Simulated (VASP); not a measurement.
Re:

```
Re
1.0
     2.53949    0.00000    0.00000
     0.00000    2.53949    0.00000
     0.00000    0.00000    2.53949
Re
1
Direct
  0.00000 0.00000 0.00000
```

This isn't the form of Re at room conditions, which is hcp.

Base run:

- Program: VASP 6.6.1
- Functional: LDA
- Potentials or basis: VASP PAW LDA potentials, release 64 (Re)
- Cutoff: 520 eV
- k mesh: 14 × 14 × 14
- Occupations: fermi-dirac, width 0.1 eV
- Spin: no spin polarisation

Its results: band gap on the k mesh zero (an odd number of electrons rules out a gap without spin polarisation); pressure -0.6 GPa.

The run is repeated on the same cell with these changes: k mesh from 14 × 14 × 14 to 12 × 12 × 12. What comes out?

Band gap on the k mesh zero (an odd number of electrons rules out a gap without spin polarisation); pressure 0.0 GPa.

Caveats: spin-orbit coupling is left out, which moves the levels of the heavy elements.
